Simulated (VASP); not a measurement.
# Be4Se in VASP: a series of runs

Be4Se is run at these levels: PBE; tasks: single point, relaxation of cell and atoms.

Program: VASP 6.6.1. These are calculated values, not measurements. Logs are shortened: lines on timing, memory, paths and dates and some standing lists are left out, and cuts for length are marked.

## 1. The cell of the first run

It takes space group P4/mmm (No. 123, tetragonal). Conventional cell: a = 3.941 Å, b = 3.941 Å, c = 3.995 Å, α = 90.00°, β = 90.00°, γ = 90.00°. Within 2.6 Å of Be (site symmetry 4/mmm) lie 6 Be at 1.97 to 2.00 Å. Within 2.6 Å of Be (site symmetry mmm) lie 2 Be at 1.97 Å. Be (site symmetry 4/mmm) has 2 Be at 2.00 Å within 2.6 Å. Se (site symmetry 4/mmm) has 20 Be at 2.79 to 3.43 Å within 3.7 Å.

## 2. Single point, PBE

INCAR

```
PREC = Accurate
ENCUT = 520
EDIFF = 1E-7
ISMEAR = 0
SIGMA = 0.1
LREAL = F
LASPH = T
NELM = 100
ALGO = Normal
ISIF = 2
LWAVE = F
LCHARG = T
GGA = PE
LELF = T
LVHAR = T
NBANDS = 15
```

KPOINTS

```
Automatic mesh
0
Gamma
  6 6 4
```

POSCAR

```
Be4Se
1.0
    3.9409323264      0.0000000000      0.0000000000
    0.0000000000      3.9409323264      0.0000000000
    0.0000000000      0.0000000000      3.9945397764
Be Se
4 1
Direct
    0.0000000000      0.0000000000      0.5000000000
    0.5000000000      0.0000000000      0.5000000000
    0.0000000000      0.5000000000      0.5000000000
    0.0000000000      0.0000000000      0.0000000000
    0.5000000000      0.5000000000      0.0000000000
```

Potentials or basis: VASP PAW PBE potentials, release 64 (Be, Se).

The run is started by

```sh
cat potpaw_PBE.64/Be/POTCAR potpaw_PBE.64/Se/POTCAR > POTCAR
mpirun -np 1 vasp_std > vasp.out
```

OUTCAR:

```text
PREC = Accurate
   ENCUT = 520
   EDIFF = 1E-7
   ISMEAR = 0
   LREAL = F
   LASPH = T
   NELM = 100
   ISIF = 2
   GGA = PE

 ion  position               nearest neighbor table
   1  0.000  0.000  0.500-   2 1.97   3 1.97   3 1.97   2 1.97   4 2.00   4 2.00
   2  0.500  0.000  0.500-   1 1.97   1 1.97
   3  0.000  0.500  0.500-   1 1.97   1 1.97
   4  0.000  0.000  0.000-   1 2.00   1 2.00
   5  0.500  0.500  0.000-

  LATTYP: Found a simple tetragonal cell.
 ALAT       =     3.9409323264
 C/A-ratio  =     1.0136027329

  Lattice vectors:

 A1 = (   3.9409323264,   0.0000000000,   0.0000000000)
 A2 = (   0.0000000000,   3.9409323264,   0.0000000000)
 A3 = (   0.0000000000,   0.0000000000,   3.9945397764)

Analysis of symmetry for initial positions (statically):
=====================================================================
 Subroutine PRICEL returns:
 Original cell was already a primitive cell.

 Routine SETGRP: Setting up the symmetry group for a
 simple tetragonal supercell.

 Subroutine GETGRP returns: Found 16 space group operations
 (whereof 16 operations were pure point group operations)
 out of a pool of 16 trial point group operations.

The static configuration has the point symmetry D_4h.

Analysis of symmetry for dynamics (positions and initial velocities):
=====================================================================
 Subroutine PRICEL returns:
 Original cell was already a primitive cell.

 Routine SETGRP: Setting up the symmetry group for a
 simple tetragonal supercell.

 Subroutine GETGRP returns: Found 16 space group operations
 (whereof 16 operations were pure point group operations)
 out of a pool of 16 trial point group operations.

The dynamic configuration has the point symmetry D_4h.

 Subroutine INISYM returns: Found 16 space group operations
 (whereof 16 operations are pure point group operations),
 and found     1 'primitive' translations

----------------------------------------------------------------------------------------

                                     Primitive cell

  volume of cell :      62.0390

  direct lattice vectors                    reciprocal lattice vectors
     3.940932326  0.000000000  0.000000000     0.253747062  0.000000000  0.000000000
     0.000000000  3.940932326  0.000000000     0.000000000  0.253747062  0.000000000
     0.000000000  0.000000000  3.994539776     0.000000000  0.000000000  0.250341730

  length of vectors
     3.940932326  3.940932326  3.994539776     0.253747062  0.253747062  0.250341730

  position of ions in fractional coordinates (direct lattice)
     0.000000000  0.000000000  0.500000000
     0.500000000  0.000000000  0.500000000
     0.000000000  0.500000000  0.500000000
     0.000000000  0.000000000  0.000000000
     0.500000000  0.500000000  0.000000000

  ion indices of the primitive-cell ions
   primitive index   ion index
                 1           1
                 2           2
                 3           3
                 4           4
                 5           5

----------------------------------------------------------------------------------------

 KPOINTS: Automatic mesh

Automatic generation of k-mesh.
 Grid dimensions read from file:
 generate k-points for:    6    6    4

 Generating k-lattice:

  Cartesian coordinates                     Fractional coordinates (reciprocal lattice)
     0.042291177  0.000000000  0.000000000     0.166666667  0.000000000  0.000000000
     0.000000000  0.042291177  0.000000000     0.000000000  0.166666667  0.000000000
     0.000000000  0.000000000  0.062585433     0.000000000  0.000000000  0.250000000

  Length of vectors
     0.042291177  0.042291177  0.062585433

  Shift w.r.t. Gamma in fractional coordinates (k-lattice)
     0.000000000  0.000000000  0.000000000

 Subroutine IBZKPT returns following result:
 ===========================================

 Found     30 irreducible k-points:

 Following reciprocal coordinates:
            Coordinates               Weight
  0.000000  0.000000  0.000000      1.000000
  0.166667  0.000000  0.000000      4.000000
  0.333333  0.000000  0.000000      4.000000
  0.500000  0.000000  0.000000      2.000000
  0.166667  0.166667  0.000000      4.000000
  0.333333  0.166667  0.000000      8.000000
[... 16 lines left out ...]
  0.333333  0.000000  0.500000      4.000000
  0.500000  0.000000  0.500000      2.000000
 [... further k-points ...]
   k-points           NKPTS =     30   k-points in BZ     NKDIM =     30   number of bands    NBANDS=     15
   number of dos      NEDOS =    301   number of ions     NIONS =      5
   total plane-waves  NPLWV =  27000
   dimension x,y,z NGX =    30 NGY =   30 NGZ =   30
   dimension x,y,z NGXF=    60 NGYF=   60 NGZF=   60
   ions per type =               4   1
   NGX,Y,Z   is equivalent  to a cutoff of  12.66, 12.66, 12.49 a.u.
   NGXF,Y,Z  is equivalent  to a cutoff of  25.31, 25.31, 24.97 a.u.
 SYSTEM =  unknown system
   PREC   = accura    normal or accurate (medium, high low for compatibility)
   ISTART =      0    job   : 0-new  1-cont  2-samecut
   ICHARG =      2    charge: 1-file 2-atom 10-const
   ISPIN  =      1    spin polarized calculation?
   LNONCOLLINEAR =      F non collinear calculations
   LSORBIT =      F    spin-orbit coupling
   LASPH  =      T    aspherical Exc in radial PAW
   ENCUT  =  520.0 eV  38.22 Ry    6.18 a.u.   7.33  7.33  7.43*2*pi/ulx,y,z
   NELM   =    100;   NELMIN=  2; NELMDL= -5     # of ELM steps
   EDIFF  = 0.1E-06   stopping-criterion for ELM
   LREAL  =      F    real-space projection
   EDIFFG = 0.1E-05   stopping-criterion for IOM
   NSW    =      0    number of steps for IOM
   IBRION =     -1    ionic relax: 0-MD 1-quasi-New 2-CG
   NFREE  =      0    steps in history (QN), initial steepest desc. (CG)
   ISIF   =      2    stress and relaxation
   ISYM   =      2    0-nonsym 1-usesym 2-fastsym
   POTIM  = 0.5000    time-step for ionic-motion
   TEBEG  =    0.0;   TEEND  =   0.0 temperature during run
   PSTRESS=    0.0 pullay stress
   NELECT =      14.0000    total number of electrons
   NUPDOWN=      -1.0000    fix difference up-down
   EMIN   =  10.00;   EMAX   =-10.00  energy-range for DOS
   EFERMI =   0.00;   METHOD = LEGACY
   ISMEAR =     0;   SIGMA  =   0.10  broadening in eV -4-tet -1-fermi 0-gaus
   EFERMI_NEDOS =   21; number of points for ismear=-14 and -15
   IALGO  =     38    algorithm
   IMIX   =      4    mixing-type and parameters
     AMIX     =   0.40;   BMIX     =  1.00
     AMIX_MAG =   1.60;   BMIX_MAG =  1.00
  volume/ion in A,a.u.               =      12.41        83.73
  Fermi-wavevector in a.u.,A,eV,Ry     =   0.996696  1.883482 13.516061  0.993402
  Thomas-Fermi vector in A             =   2.128802
   LORBIT       =      0    0 simple, 1 ext, 2 COOP (PROOUT), +10 PAW based schemes
   GGA     = PE    functional components
   LHFCALC =     F    Hartree Fock is set to
   AEXX    =    0.0000 exact exchange contribution
   IVDW    =     0    specifies the selected vdW correction
   LEPSILON=     F    determine dielectric tensor
   LRPA    =     F    only Hartree local field effects (RPA)
 non-spin polarized calculation
 Gauss-broadening in eV      SIGMA  =   0.10
  energy-cutoff  :      520.00
  volume of cell :       62.04
 maximum number of plane-waves:      1691
 NGX is ok and might be reduce to    30
   NGX = 15   NGY = 15   NGZ = 15

 number of electron      13.9999998 magnetization

 Free energy of the ion-electron system (eV)
  ---------------------------------------------------
  ext. energy  EPLUGINS =         0.00000000
  ---------------------------------------------------
  free energy    TOTEN  =       -14.90037204 eV

  energy without entropy =      -14.89412330  energy(sigma->0) =      -14.89724767

 E-fermi :   4.9633     XC(G=0):  -9.9293

 val. band max:        4.9383047269   @ k =   0.0000   0.0000   0.2500
 cond. band min:       5.0628640801   @ k =   0.5000   0.1667   0.0000
 fundamental gap:      0.1245593532
 Fermi energy:         4.9632576491

 k-point     1 :       0.0000    0.0000    0.0000
  band No.  band energies     occupation
      1      -9.2885      2.00000
      2      -0.5476      2.00000
      3       0.5618      2.00000
      4       0.6982      2.00000
      5       0.6982      2.00000
      6       5.7612      0.00000
      7       5.7612      0.00000
      8       5.7697      0.00000
      9       5.8463      0.00000
     10       6.0434      0.00000
     11      10.6558      0.00000
     12      10.6558      0.00000
     13      10.6586      0.00000
     14      13.1012      0.00000
     15      13.4968      0.00000

 k-point     2 :       0.1667    0.0000    0.0000
  band No.  band energies     occupation
      1      -9.1863      2.00000
      2      -1.3952      2.00000
      3       0.7885      2.00000
      4       0.9241      2.00000
      5       1.1054      2.00000
      6       5.3264      0.00000
      7       5.3483      0.00000
      8       5.3816      0.00000
      9       6.0404      0.00000
     10       7.0959      0.00000
     11       9.9452      0.00000
     12       9.9723      0.00000
     13      10.0330      0.00000
     14      13.1875      0.00000
     15      13.5921      0.00000

 k-point     3 :       0.3333    0.0000    0.0000
  band No.  band energies     occupation
      1      -8.9586      2.00000
      2      -2.5335      2.00000
      3       1.4307      2.00000
      4       1.5633      2.00000
      5       1.6457      2.00000
      6       4.2169      2.00000
      7       4.3098      2.00000
      8       4.4552      2.00000
      9       6.4524      0.00000
     10       8.9330      0.00000
     11       9.5702      0.00000
     12       9.8230      0.00000
     13       9.9011      0.00000
     14      12.0394      0.00000
     15      12.1525      0.00000

 k-point     4 :       0.5000    0.0000    0.0000
  band No.  band energies     occupation
      1      -8.8296      2.00000
      2      -3.0094      2.00000
      3       1.9702      2.00000
      4       2.0698      2.00000
      5       2.1983      2.00000
      6       3.3218      2.00000
      7       3.4356      2.00000
      8       3.9556      2.00000
      9       6.7954      0.00000
     10       8.3152      0.00000
     11      10.5405      0.00000
     12      10.5830      0.00000
     13      10.7665      0.00000
     14      10.9373      0.00000
     15      11.7189      0.00000
[... 307 lines left out ...]
 k-point    22 :       0.1667    0.0000    0.5000
  band No.  band energies     occupation
      1      -8.7686      2.00000
      2      -2.8273      2.00000
      3       0.3501      2.00000
      4       1.9376      2.00000
      5       2.3024      2.00000
      6       3.4632      2.00000
      7       3.5983      2.00000
      8       5.1460      0.00974
      9       7.6865      0.00000
     10       8.9070      0.00000
     11       9.5610      0.00000
     12       9.7234      0.00000
     13       9.9164      0.00000
     14      10.7114      0.00000
     15      11.8887      0.00000

 k-point    23 :       0.3333    0.0000    0.5000
  band No.  band energies     occupation
      1      -8.5625      2.00000
      2      -2.2236      2.00000
      3      -1.0197      2.00000
      4       0.2998      2.00000
      5       2.6983      2.00000
      6       4.1358      2.00000
      7       4.5110      2.00000
      8       5.9245      0.00000
      9       7.2786      0.00000
     10       8.0203      0.00000
     11       8.2422      0.00000
     12       9.1538      0.00000
     13      10.7763      0.00000
     14      11.4304      0.00000
     15      12.4397      0.00000

 k-point    24 :       0.5000    0.0000    0.5000
  band No.  band energies     occupation
      1      -8.4483      2.00000
      2      -1.5447      2.00000
      3      -1.5037      2.00000
      4      -0.7822      2.00000
      5       2.9506      2.00000
      6       4.5417      2.00000
      7       5.3506      0.00000
      8       6.2013      0.00000
      9       6.2270      0.00000
     10       7.3425      0.00000
     11       7.4094      0.00000
     12       8.9702      0.00000
     13      12.2303      0.00000
     14      12.2574      0.00000
     15      12.8332      0.00000

 [... further k-points ...]
[... 5 lines left out ...]
  --------------------------------------------------------------------------------------
  -------------------------------------------------------------------------------------
  Total        0.1162764      0.1162764      0.0499241      0.0000000      0.0000000     -0.0000000
  in kB        3.0028756      3.0028756      1.2893058      0.0000000      0.0000000     -0.0000000
  external PRESSURE =       2.4316856 kB  Pullay stress =       0.0000000 kB

 VOLUME and BASIS-vectors are now :
 -----------------------------------------------------------------------------
  energy-cutoff  :      520.00
  volume of cell :       62.04
      direct lattice vectors                 reciprocal lattice vectors
     3.940932326  0.000000000  0.000000000     0.253747062  0.000000000  0.000000000
     0.000000000  3.940932326  0.000000000     0.000000000  0.253747062  0.000000000
     0.000000000  0.000000000  3.994539776     0.000000000  0.000000000  0.250341730

 POSITION                                       TOTAL-FORCE (eV/Angst)
 -----------------------------------------------------------------------------------
      0.00000      0.00000      1.99727         0.000000      0.000000      0.000000
      1.97047      0.00000      1.99727         0.000000      0.000000      0.000000
      0.00000      1.97047      1.99727         0.000000      0.000000      0.000000
      0.00000      0.00000      0.00000         0.000000      0.000000      0.000000
      1.97047      1.97047      0.00000         0.000000      0.000000      0.000000
 -----------------------------------------------------------------------------------
    total drift:                                0.000000      0.000000      0.000000

  FREE ENERGIE OF THE ION-ELECTRON SYSTEM (eV)
  ---------------------------------------------------
  free  energy   TOTEN  =       -14.9003720432 eV

  energy  without entropy=      -14.8941232986  energy(sigma->0) =      -14.89724767
```

It took 11 s on 1 thread of Intel Xeon 6975P-C (Granite Rapids), shared host; peak memory 0.17 GiB.

What came out:

* Free energy: -14.9004 eV
* Pressure: 0.2 GPa
* Band gap on the k mesh: zero (band 7 reaches 5.76 eV, above the bottom of band 8 at 1.98 eV)

Stress tensor (GPa, compression positive):
```
0.30 0.00 0.00
0.00 0.30 0.00
0.00 0.00 0.13
```

Caveat: the k points lie up to 0.39 Å⁻¹ apart.

[end of part 1 of 2]
